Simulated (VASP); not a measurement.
# MoS (P6_3mc) in VASP: notebook

The runs below take MoS through single point, with PBEsol.

All numbers are computed with VASP 6.6.1; they aren't measurements. Logs are shortened: lines on timing, memory, paths and dates and some standing lists are left out, and cuts for length are marked.

## 1. The cell of the first run

The structure is hexagonal, space group P6_3mc (No. 186). Conventional cell: a = 3.919 Å, b = 3.919 Å, c = 5.358 Å, α = 90.00°, β = 90.00°, γ = 120.00°. Mo (site symmetry 3m) has 4 S at 2.29 to 2.30 Å within 3.0 Å. Within 3.0 Å of S (site symmetry 3m) lie 4 Mo at 2.29 to 2.30 Å.

## 2. Single point, PBEsol, collinear spin, ferromagnetic start

Input file INCAR:

```
SYSTEM = MoS
ALGO = Normal ; EDIFF = 1E-6
ENCUT = 520 ; GGA = PS
ISIF = 2 ; ISMEAR = 0
ISPIN = 2 ; LASPH = .TRUE.
LCHARG = .TRUE. ; LELF = .TRUE.
LMAXMIX = 4 ; LORBIT = 11
LREAL = .FALSE. ; LVHAR = .TRUE.
LWAVE = .FALSE. ; MAGMOM = 0.05 0.05 0 0
NBANDS = 32 ; NELM = 150
PREC = Accurate ; SIGMA = 0.05
```

Input file KPOINTS:

```
k-points
0
G
  10 10 6
  0 0 0
```

Input file POSCAR:

```
MoS
1.0
    3.9191424224      0.0000000000      0.0000000000
   -1.9595712112      3.3940768989      0.0000000000
    0.0000000000      0.0000000000      5.3579382423
Mo S
2 2
Direct
    0.6666666667      0.3333333333      0.0269703124
    0.3333333333      0.6666666667      0.5269703124
    0.6666666667      0.3333333333      0.5982296876
    0.3333333333      0.6666666667      0.0982296876
```

Potentials or basis: VASP PAW PBE potentials, release 64 (Mo_sv, S).

Command:

```sh
$ cat potpaw_PBE.64/Mo_sv/POTCAR potpaw_PBE.64/S/POTCAR > POTCAR
$ mpirun -np 1 vasp_std > vasp.out
```

OUTCAR:

```text
SYSTEM = MoS
   EDIFF = 1E-6
   ENCUT = 520
   GGA = PS
   ISIF = 2
   ISMEAR = 0
   ISPIN = 2
   LASPH = .TRUE.
   LORBIT = 11
   LREAL = .FALSE.
   NELM = 150
   PREC = Accurate

 ion  position               nearest neighbor table
   1  0.667  0.333  0.027-   4 2.29   4 2.29   4 2.29   3 2.30   3 3.06
   2  0.333  0.667  0.527-   3 2.29   3 2.29   3 2.29   4 2.30   4 3.06
   3  0.667  0.333  0.598-   2 2.29   2 2.29   2 2.29   1 2.30   1 3.06
   4  0.333  0.667  0.098-   1 2.29   1 2.29   1 2.29   2 2.30   2 3.06

  LATTYP: Found a hexagonal cell.
 ALAT       =     3.9191424224
 C/A-ratio  =     1.3671200648

  Lattice vectors:

 A1 = (   3.9191424224,   0.0000000000,   0.0000000000)
 A2 = (  -1.9595712112,   3.3940768989,   0.0000000000)
 A3 = (   0.0000000000,   0.0000000000,   5.3579382423)

Analysis of symmetry for initial positions (statically):
=====================================================================
 Subroutine PRICEL returns:
 Original cell was already a primitive cell.

 Routine SETGRP: Setting up the symmetry group for a
 hexagonal supercell.

 Subroutine GETGRP returns: Found 12 space group operations
 (whereof  6 operations were pure point group operations)
 out of a pool of 24 trial point group operations.

The static configuration has the point symmetry C_3v.
 The point group associated with its full space group is C_6v.

Analysis of symmetry for dynamics (positions and initial velocities):
=====================================================================
 Subroutine PRICEL returns:
 Original cell was already a primitive cell.

 Routine SETGRP: Setting up the symmetry group for a
 hexagonal supercell.

 Subroutine GETGRP returns: Found 12 space group operations
 (whereof  6 operations were pure point group operations)
 out of a pool of 24 trial point group operations.

The dynamic configuration has the point symmetry C_3v.
 The point group associated with its full space group is C_6v.

Analysis of structural, dynamic, and magnetic symmetry:
=====================================================================
 Subroutine PRICEL returns:
 Original cell was already a primitive cell.

 Routine SETGRP: Setting up the symmetry group for a
 hexagonal supercell.

 Subroutine GETGRP returns: Found 12 space group operations
 (whereof  6 operations were pure point group operations)
 out of a pool of 24 trial point group operations.

The overall configuration has the point symmetry C_3v.
 The point group associated with its full space group is C_6v.

 Subroutine INISYM returns: Found 12 space group operations
 (whereof  6 operations are pure point group operations),
 and found     1 'primitive' translations

----------------------------------------------------------------------------------------

                                     Primitive cell

  volume of cell :      71.2706

  direct lattice vectors                    reciprocal lattice vectors
     3.919142422  0.000000000  0.000000000     0.255157862  0.147315460  0.000000000
    -1.959571211  3.394076899  0.000000000     0.000000000  0.294630920  0.000000000
     0.000000000  0.000000000  5.357938242     0.000000000  0.000000000  0.186638956

  length of vectors
     3.919142422  3.919142422  5.357938242     0.294630920  0.294630920  0.186638956

  position of ions in fractional coordinates (direct lattice)
     0.666666667  0.333333333  0.026970312
     0.333333333  0.666666667  0.526970312
     0.666666667  0.333333333  0.598229688
     0.333333333  0.666666667  0.098229688

  ion indices of the primitive-cell ions
   primitive index   ion index
                 1           1
                 2           2
                 3           3
                 4           4

----------------------------------------------------------------------------------------

 KPOINTS: k-points

Automatic generation of k-mesh.
 Grid dimensions read from file:
 generate k-points for:   10   10    6

 Generating k-lattice:

  Cartesian coordinates                     Fractional coordinates (reciprocal lattice)
     0.025515786  0.014731546  0.000000000     0.100000000  0.000000000  0.000000000
     0.000000000  0.029463092  0.000000000     0.000000000  0.100000000  0.000000000
     0.000000000  0.000000000  0.031106493     0.000000000  0.000000000  0.166666667

  Length of vectors
     0.029463092  0.029463092  0.031106493

  Shift w.r.t. Gamma in fractional coordinates (k-lattice)
     0.000000000  0.000000000  0.000000000

 Subroutine IBZKPT returns following result:
 ===========================================

 Found     56 irreducible k-points:

 Following reciprocal coordinates:
            Coordinates               Weight
  0.000000  0.000000  0.000000      1.000000
  0.100000  0.000000  0.000000      6.000000
  0.200000  0.000000  0.000000      6.000000
  0.300000  0.000000  0.000000      6.000000
  0.400000  0.000000  0.000000      6.000000
  0.500000  0.000000  0.000000      3.000000
[... 16 lines left out ...]
  0.300000  0.100000  0.166667     24.000000
  0.400000  0.100000  0.166667     24.000000
 [... further k-points ...]
   k-points           NKPTS =     56   k-points in BZ     NKDIM =     56   number of bands    NBANDS=     32
   number of dos      NEDOS =    301   number of ions     NIONS =      4
   total plane-waves  NPLWV =  36000
   dimension x,y,z NGX =    30 NGY =   30 NGZ =   40
   dimension x,y,z NGXF=    60 NGYF=   60 NGZF=   80
   ions per type =               2   2
   NGX,Y,Z   is equivalent  to a cutoff of  12.73, 12.73, 12.41 a.u.
   NGXF,Y,Z  is equivalent  to a cutoff of  25.45, 25.45, 24.82 a.u.
 SYSTEM =  MoS
   PREC   = accura    normal or accurate (medium, high low for compatibility)
   ISTART =      0    job   : 0-new  1-cont  2-samecut
   ICHARG =      2    charge: 1-file 2-atom 10-const
   ISPIN  =      2    spin polarized calculation?
   LNONCOLLINEAR =      F non collinear calculations
   LSORBIT =      F    spin-orbit coupling
   LASPH  =      T    aspherical Exc in radial PAW
   ENCUT  =  520.0 eV  38.22 Ry    6.18 a.u.   7.29  7.29  9.96*2*pi/ulx,y,z
   NELM   =    150;   NELMIN=  2; NELMDL= -5     # of ELM steps
   EDIFF  = 0.1E-05   stopping-criterion for ELM
   LREAL  =      F    real-space projection
   EDIFFG = 0.1E-04   stopping-criterion for IOM
   NSW    =      0    number of steps for IOM
   IBRION =     -1    ionic relax: 0-MD 1-quasi-New 2-CG
   NFREE  =      0    steps in history (QN), initial steepest desc. (CG)
   ISIF   =      2    stress and relaxation
   ISYM   =      2    0-nonsym 1-usesym 2-fastsym
   POTIM  = 0.5000    time-step for ionic-motion
   TEBEG  =    0.0;   TEEND  =   0.0 temperature during run
   PSTRESS=    0.0 pullay stress
   NELECT =      40.0000    total number of electrons
   NUPDOWN=      -1.0000    fix difference up-down
   EMIN   =  10.00;   EMAX   =-10.00  energy-range for DOS
   EFERMI =   0.00;   METHOD = LEGACY
   ISMEAR =     0;   SIGMA  =   0.05  broadening in eV -4-tet -1-fermi 0-gaus
   EFERMI_NEDOS =   21; number of points for ismear=-14 and -15
   IALGO  =     38    algorithm
   IMIX   =      4    mixing-type and parameters
     AMIX     =   0.40;   BMIX     =  1.00
     AMIX_MAG =   1.60;   BMIX_MAG =  1.00
  volume/ion in A,a.u.               =      17.82       120.24
  Fermi-wavevector in a.u.,A,eV,Ry     =   1.350386  2.551860 24.810810  1.823543
  Thomas-Fermi vector in A             =   2.477895
   LORBIT       =     11    0 simple, 1 ext, 2 COOP (PROOUT), +10 PAW based schemes
   GGA     = PS    functional components
   LHFCALC =     F    Hartree Fock is set to
   AEXX    =    0.0000 exact exchange contribution
   IVDW    =     0    specifies the selected vdW correction
   LEPSILON=     F    determine dielectric tensor
   LRPA    =     F    only Hartree local field effects (RPA)
 spin polarized calculation
 Gauss-broadening in eV      SIGMA  =   0.05
  energy-cutoff  :      520.00
  volume of cell :       71.27
 maximum number of plane-waves:      1945
 NGX is ok and might be reduce to    30
   NGX = 15   NGY = 15   NGZ = 19

 number of electron      40.0000003 magnetization       0.0000644

 Free energy of the ion-electron system (eV)
  ---------------------------------------------------
  ext. energy  EPLUGINS =         0.00000000
  ---------------------------------------------------
  free energy    TOTEN  =       -32.13683276 eV

  energy without entropy =      -32.13202643  energy(sigma->0) =      -32.13442960

 E-fermi :   8.9779     XC(G=0): -11.3776

 val. band max:        8.9670608671   @ k =   0.2000   0.0000   0.3333
 cond. band min:       8.9790762998   @ k =   0.2000   0.1000   0.3333
 fundamental gap:      0.0120154328
 Fermi energy:         8.9779256206

 spin component 1

 k-point     1 :       0.0000    0.0000    0.0000
  band No.  band energies     occupation
      1     -52.0976      1.00000
      2     -52.0802      1.00000
      3     -26.4492      1.00000
      4     -26.3064      1.00000
      5     -26.3064      1.00000
      6     -26.2709      1.00000
[... 829 lines left out ...]
     31      18.3794      0.00000
     32      18.9236      0.00000

 [... further k-points ...]

 spin component 2

 k-point     1 :       0.0000    0.0000    0.0000
  band No.  band energies     occupation
      1     -52.0979      1.00000
      2     -52.0805      1.00000
      3     -26.4494      1.00000
      4     -26.3066      1.00000
      5     -26.3066      1.00000
      6     -26.2711      1.00000
[... 829 lines left out ...]
     31      18.3794      0.00000
     32      18.9237      0.00000

 [... further k-points ...]

------------------------ aborting loop because EDIFF is reached ----------------------------------------

  FORCE on cell =-STRESS in cart. coord.  units (eV):
  Direction    XX          YY          ZZ          XY          YZ          ZX
  --------------------------------------------------------------------------------------
  -------------------------------------------------------------------------------------
  Total        0.0686561      0.0686561      0.0540631      0.0000000      0.0000000      0.0000000
  in kB        1.5434019      1.5434019      1.2153484      0.0000000      0.0000000      0.0000000
  external PRESSURE =       1.4340507 kB  Pullay stress =       0.0000000 kB

 VOLUME and BASIS-vectors are now :
 -----------------------------------------------------------------------------
  energy-cutoff  :      520.00
  volume of cell :       71.27
      direct lattice vectors                 reciprocal lattice vectors
     3.919142422  0.000000000  0.000000000     0.255157862  0.147315460  0.000000000
    -1.959571211  3.394076899  0.000000000     0.000000000  0.294630920  0.000000000
     0.000000000  0.000000000  5.357938242     0.000000000  0.000000000  0.186638956

 POSITION                                       TOTAL-FORCE (eV/Angst)
 -----------------------------------------------------------------------------------
      1.95957      1.13136      0.14451         0.000000      0.000000      0.000122
     -0.00000      2.26272      2.82347        -0.000000     -0.000000      0.000122
      1.95957      1.13136      3.20528         0.000000     -0.000000     -0.000122
     -0.00000      2.26272      0.52631        -0.000000      0.000000     -0.000122
 -----------------------------------------------------------------------------------
    total drift:                                0.000000     -0.000000      0.000490

  FREE ENERGIE OF THE ION-ELECTRON SYSTEM (eV)
  ---------------------------------------------------
  free  energy   TOTEN  =       -32.1368327649 eV

  energy  without entropy=      -32.1320264267  energy(sigma->0) =      -32.13442960

 total charge

# of ion       s       p       d       tot
------------------------------------------
    1        2.284   6.140   4.188  12.612
    2        2.284   6.140   4.188  12.612
    3        1.307   2.398   0.000   3.705
    4        1.307   2.398   0.000   3.705
--------------------------------------------------
tot          7.183  17.076   8.376  32.634

 magnetization (x)

# of ion       s       p       d       tot
------------------------------------------
    1        0.000   0.000   0.000   0.000
    2        0.000   0.000   0.000   0.000
    3        0.000   0.000   0.000   0.000
    4        0.000   0.000   0.000   0.000
--------------------------------------------------
tot          0.000   0.000   0.000   0.000
```

Wall time 3.3 min (1 thread of Intel Xeon Platinum 8488C (Sapphire Rapids), shared host); peak memory 0.32 GiB.

Results:

| Item | Value |
| --- | --- |
| Free energy | -32.1368 eV |
| Pressure | 0.1 GPa |
| Band gap on the k mesh | zero (filled and empty bands overlap) |
| Net moment | 0.00 μB per cell |
| Valence electrons inside the program's atomic spheres | Mo 12.61; S 3.71 |

Caveat: the PAW data sets were made with another functional, which shifts forces and pressure a little.

## 3. Single point, PBEsol, collinear spin, ferromagnetic start

Input file INCAR:

```
SYSTEM = MoS
PREC = Accurate ; ENCUT = 520
EDIFF = 1E-7 ; ISMEAR = 0
SIGMA = 0.05 ; LREAL = .False.
LASPH = .True. ; NELM = 150
ALGO = Normal ; ISIF = 2
LWAVE = .False. ; LCHARG = .False.
ISPIN = 2 ; MAGMOM = 3 3 0 0
LORBIT = 11 ; LMAXMIX = 4
GGA = PS ; NBANDS = 32
```

Input file KPOINTS:

```
Automatic mesh
0
Gamma
  10 10 6
  0 0 0
```

POSCAR is that of step 2.

Potentials or basis: VASP PAW PBE potentials, release 64 (Mo_sv, S).

Command:

```sh
$ cat potpaw_PBE.64/Mo_sv/POTCAR potpaw_PBE.64/S/POTCAR > POTCAR
$ mpirun -np 1 vasp_std > vasp.out
```

It took 3.8 min on 1 thread of Intel Xeon Platinum 8488C (Sapphire Rapids), shared host; peak memory 0.33 GiB.

The run converged. Its results:

| Property | Result |
| --- | --- |
| Free energy | -32.1368 eV |
| Pressure | 0.2 GPa |
| Band gap on the k mesh | zero (filled and empty bands overlap) |
| Net moment | 0.00 μB per cell |
| Valence electrons inside the program's atomic spheres | Mo 12.61; S 3.71 |

Levels at points of the mesh, in eV from the Fermi level:
Spin up:
| k point | band 17 | band 18 | band 19 | band 20 | band 21 | band 22 | band 23 | band 24 |
| --- | --- | --- | --- | --- | --- | --- | --- | --- |
| (0.00, 0.00, 0.00) | -2.01 | -2.01 | 0.06 | 0.06 | 0.73 | 1.03 | 1.59 | 3.46 |
| (0.50, 0.00, 0.00) | -2.43 | -1.75 | -1.56 | -0.38 | -0.34 | -0.09 | 0.65 | 1.48 |
| (0.00, 0.00, 0.50) | -0.62 | -0.62 | -0.62 | -0.62 | 1.80 | 1.80 | 3.85 | 3.85 |
| (0.50, 0.00, 0.50) | -1.18 | -1.18 | -0.75 | -0.75 | 0.14 | 0.14 | 1.16 | 1.16 |
Spin down:
```tsv
k point	band 17	band 18	band 19	band 20	band 21	band 22	band 23	band 24
(0.00, 0.00, 0.00)	-2.01	-2.01	0.06	0.06	0.73	1.03	1.59	3.46
(0.50, 0.00, 0.00)	-2.43	-1.75	-1.56	-0.38	-0.34	-0.09	0.65	1.48
(0.00, 0.00, 0.50)	-0.62	-0.62	-0.62	-0.62	1.80	1.80	3.85	3.85
(0.50, 0.00, 0.50)	-1.18	-1.18	-0.75	-0.75	0.14	0.14	1.16	1.16
```

Caveat: the PAW data sets were made with another functional, which shifts forces and pressure a little.

## 4. Single point, PBEsol, collinear spin, ferromagnetic start

Input file INCAR:

```
SYSTEM = MoS
ALGO = Normal
EDIFF = 1E-7
ENCUT = 520
GGA = PS
ISIF = 2
ISMEAR = 0
ISPIN = 2
LASPH = .TRUE.
LCHARG = .TRUE.
LELF = .TRUE.
LMAXMIX = 4
LORBIT = 11
LREAL = .FALSE.
LVHAR = .TRUE.
LWAVE = .FALSE.
MAGMOM = 0.05 0.05 0 0
NBANDS = 32
NELM = 150
PREC = Accurate
SIGMA = 0.05
```

Input file KPOINTS:

```
k-points
0
G
  10 10 6
  0 0 0
```

POSCAR is that of step 3.

Command:

```sh
$ cat potpaw_PBE.64/Mo_sv/POTCAR potpaw_PBE.64/S/POTCAR > POTCAR
$ mpirun -np 1 vasp_std > vasp.out
```

Wall time 3.8 min (1 thread of Oxide Virtual Turin-like, shared host); peak memory 0.3 GiB.

It converged, with:

```yaml
Free_energy: -32.1368 eV
Pressure: 0.2 GPa
Band_gap_on_the_k_mesh: zero (filled and empty bands overlap)
Net_moment: 0.00 μB per cell
Valence_electrons_inside_the_program's_atomic_spheres: Mo 12.61; S 3.71
```

Levels at points of the mesh, in eV from the Fermi level:
Spin up:
| k point | band 17 | band 18 | band 19 | band 20 | band 21 | band 22 | band 23 | band 24 |
| --- | --- | --- | --- | --- | --- | --- | --- | --- |
| (0.00, 0.00, 0.00) | -2.01 | -2.01 | 0.06 | 0.06 | 0.73 | 1.03 | 1.59 | 3.46 |
| (0.50, 0.00, 0.00) | -2.43 | -1.75 | -1.56 | -0.38 | -0.34 | -0.09 | 0.65 | 1.48 |
| (0.00, 0.00, 0.50) | -0.62 | -0.62 | -0.62 | -0.62 | 1.80 | 1.80 | 3.85 | 3.85 |
| (0.50, 0.00, 0.50) | -1.18 | -1.18 | -0.75 | -0.75 | 0.14 | 0.14 | 1.16 | 1.16 |
Spin down:
| k point | band 17 | band 18 | band 19 | band 20 | band 21 | band 22 | band 23 | band 24 |
| --- | --- | --- | --- | --- | --- | --- | --- | --- |
| (0.00, 0.00, 0.00) | -2.01 | -2.01 | 0.06 | 0.06 | 0.73 | 1.03 | 1.59 | 3.46 |
| (0.50, 0.00, 0.00) | -2.43 | -1.75 | -1.56 | -0.38 | -0.34 | -0.09 | 0.65 | 1.48 |
| (0.00, 0.00, 0.50) | -0.62 | -0.62 | -0.62 | -0.62 | 1.80 | 1.80 | 3.85 | 3.85 |
| (0.50, 0.00, 0.50) | -1.18 | -1.18 | -0.75 | -0.75 | 0.14 | 0.14 | 1.16 | 1.16 |

Caveat: the PAW data sets were made with another functional, which shifts forces and pressure a little.
